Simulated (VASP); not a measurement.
# Ta (Im-3m) in VASP: a series of runs, part 2 of 2

VASP 6.6.1. The steps go on from the part before.

### Step 5. Single point, HSE06

This run uses another cell than the first one, of 18.01 Å³/atom, 0.983 times its volume.

Contents of POSCAR:

```
Ta
1.0
   -1.6512800000      1.6512800000      1.6512800000
    1.6512800000     -1.6512800000      1.6512800000
    1.6512800000      1.6512800000     -1.6512800000
Ta
1
Direct
    0.0000000000      0.0000000000      0.0000000000
```

Contents of INCAR.step1:

```
SYSTEM = Ta
ALGO = Normal ; EDIFF = 1E-5
ENCUT = 520 ; GGA = PE
ISIF = 2 ; ISMEAR = -1
LASPH = .True. ; LREAL = .False.
LWAVE = .True. ; NBANDS = 12
NELM = 100 ; PREC = Accurate
SIGMA = 0.05
```

Contents of INCAR.step2:

```
SYSTEM = Ta
ALGO = Normal ; EDIFF = 1E-6
ENCUT = 520 ; GGA = PE
HFSCREEN = 0.2079 ; ISIF = 2
ISMEAR = -1 ; ISTART = 1
LASPH = .True. ; LCHARG = .True.
LELF = .True. ; LHFCALC = .True.
LREAL = .False. ; LVHAR = .True.
LWAVE = .False. ; NBANDS = 12
NELM = 100 ; PREC = Accurate
PRECFOCK = Normal ; SIGMA = 0.05
```

Contents of KPOINTS:

```
k-points
0
Gamma
  6 6 6
  0 0 0
```

Potentials or basis: VASP PAW PBE potentials, release 64 (Ta_pv).

Command:

```bash
$ cat potpaw_PBE.64/Ta_pv/POTCAR > POTCAR
$ cp INCAR.step1 INCAR
$ mpirun -np 1 vasp_std > vasp.out
$ cp INCAR.step2 INCAR
$ mpirun -np 1 vasp_std > vasp.out
```

OUTCAR:

```text
SYSTEM = Ta
   EDIFF = 1E-6
   ENCUT = 520
   GGA = PE
   HFSCREEN = 0.2079
   ISIF = 2
   ISMEAR = -1
   ISTART = 1
   LASPH = .True.
   LHFCALC = .True.
   LREAL = .False.
   NELM = 100
   PREC = Accurate
   PRECFOCK = Normal

 ion  position               nearest neighbor table
   1  0.000  0.000  0.000-

  LATTYP: Found a body centered cubic cell.
 ALAT       =     3.3025600000

  Lattice vectors:

 A1 = (  -1.6512800000,   1.6512800000,   1.6512800000)
 A2 = (   1.6512800000,  -1.6512800000,   1.6512800000)
 A3 = (   1.6512800000,   1.6512800000,  -1.6512800000)

Analysis of symmetry for initial positions (statically):
=====================================================================
 Subroutine PRICEL returns:
 Original cell was already a primitive cell.

 Routine SETGRP: Setting up the symmetry group for a
 body centered cubic supercell.

 Subroutine GETGRP returns: Found 48 space group operations
 (whereof 48 operations were pure point group operations)
 out of a pool of 48 trial point group operations.

[... 166 lines left out ...]
 k-point     1 :       0.0000    0.0000    0.0000
  band No.  band energies     occupation
      1     -30.2103      2.00000
      2     -30.2103      2.00000
      3     -30.2103      2.00000
      4      -3.7505      2.00000
      5       6.4617      0.00000
      6       6.4617      0.00000
      7       6.4617      0.00000
      8      10.1016      0.00000
      9      10.1016      0.00000
     10      21.2851      0.00000
     11      21.2851      0.00000
     12      21.9303      0.00000
[... 211 lines left out ...]
 k-point    16 :       0.5000    0.5000    0.5000
  band No.  band energies     occupation
      1     -31.1007      2.00000
      2     -31.1007      2.00000
      3     -31.1007      2.00000
      4       0.9060      2.00000
      5       0.9060      2.00000
      6      12.9649      0.00000
      7      12.9649      0.00000
      8      12.9649      0.00000
      9      14.6625      0.00000
     10      14.6625      0.00000
     11      14.6625      0.00000
     12      21.9089      0.00000

------------------------ aborting loop because EDIFF is reached ----------------------------------------

  FORCE on cell =-STRESS in cart. coord.  units (eV):
  Direction    XX          YY          ZZ          XY          YZ          ZX
  --------------------------------------------------------------------------------------
  -------------------------------------------------------------------------------------
  Total        0.3997958      0.3997958      0.3997958      0.0000000      0.0000000      0.0000000
  in kB       35.5653125     35.5653125     35.5653125      0.0000000      0.0000000      0.0000000
  external PRESSURE =      35.5653125 kB  Pullay stress =       0.0000000 kB

 VOLUME and BASIS-vectors are now :
 -----------------------------------------------------------------------------
  energy-cutoff  :      520.00
  volume of cell :       18.01
      direct lattice vectors                 reciprocal lattice vectors
    -1.651280000  1.651280000  1.651280000     0.000000000  0.302795407  0.302795407
     1.651280000 -1.651280000  1.651280000     0.302795407  0.000000000  0.302795407
     1.651280000  1.651280000 -1.651280000     0.302795407  0.302795407  0.000000000

 POSITION                                       TOTAL-FORCE (eV/Angst)
 -----------------------------------------------------------------------------------
      0.00000      0.00000      0.00000         0.000000      0.000000      0.000000
 -----------------------------------------------------------------------------------
    total drift:                                0.000000      0.000000      0.000000

  FREE ENERGIE OF THE ION-ELECTRON SYSTEM (eV)
  ---------------------------------------------------
  free  energy   TOTEN  =       -13.4412744452 eV

  energy  without entropy=      -13.4244192541  energy(sigma->0) =      -13.43284685
```

OUTCAR.step1:

```text
SYSTEM = Ta
   EDIFF = 1E-5
   ENCUT = 520
   GGA = PE
   ISIF = 2
   ISMEAR = -1
   LASPH = .True.
[... 446 lines left out ...]
 -----------------------------------------------------------------------------------
      0.00000      0.00000      0.00000         0.000000      0.000000      0.000000
 -----------------------------------------------------------------------------------
    total drift:                               -0.000000      0.000000      0.000000

  FREE ENERGIE OF THE ION-ELECTRON SYSTEM (eV)
  ---------------------------------------------------
  free  energy   TOTEN  =       -11.7391063392 eV

  energy  without entropy=      -11.7118298403  energy(sigma->0) =      -11.72546809
```

Run time: 15 min. Hardware: 1 thread of AMD EPYC 7R13 (Zen 3), shared host; peak memory 0.22 GiB.

Results:

- Free energy: -13.4413 eV
- Pressure: 3.6 GPa

Levels at points of the mesh, in eV from the Fermi level:
| k point | band 3 | band 4 | band 5 | band 6 | band 7 | band 8 |
| --- | --- | --- | --- | --- | --- | --- |
| (0.00, 0.00, 0.00) | -35.33 | -8.87 | 1.34 | 1.34 | 1.34 | 4.98 |
| (0.50, 0.00, 0.00) | -35.33 | -4.86 | -1.60 | 1.54 | 4.83 | 5.89 |
| (0.50, 0.50, 0.50) | -36.22 | -4.21 | -4.21 | 7.85 | 7.85 | 7.85 |

Caveat: the k points lie up to 0.45 Å⁻¹ apart; the PAW data sets were made with another functional, which shifts forces and pressure a little; spin-orbit coupling is left out, which moves the levels of the heavy elements.

### Step 6. Summary

| level | U | cell | k mesh | smearing | share of exact exchange | screening parameter | gap on the mesh (eV) | pressure (GPa) |
| --- | --- | --- | --- | --- | --- | --- | --- | --- |
| PBE-based screened hybrid+U | Ta d U = 4.0 eV | a = 2.876 Å, angles 109.5°, 1 atom | 7 × 7 × 7 | gaussian 0.05 eV | 0.25 | 0.3 1/Å | none | 8.4 |
| HSE06 | - | a = 2.841 Å, angles 109.5°, 1 atom | 6 × 6 × 6 | fermi-dirac 0.05 eV | - | 0.2079 1/Å | none | 7.9 |
| PBE0 | - | a = 2.841 Å, angles 109.5°, 1 atom | 6 × 6 × 6 | fermi-dirac 0.05 eV | - | - | none | 8.5 |
| HSE06 | - | a = 2.860 Å, angles 109.5°, 1 atom | 6 × 6 × 6 | fermi-dirac 0.05 eV | - | 0.2079 1/Å | none | 3.6 |

Alike in all rows: task single point; potentials or basis VASP PAW PBE potentials, release 64 (Ta_pv); no spin polarisation; cutoff (eV) 520.

Caveats: all runs use coarse meshes; the PAW data sets were made with another functional, which shifts forces and pressure a little; spin-orbit coupling is left out, which moves the levels of the heavy elements; U without spin polarisation on a metal has little footing (some runs); the U is typed as a test and isn't derived for this compound (some runs).

Total energies depend on the potentials used, so only differences within one code and one set of settings carry meaning.
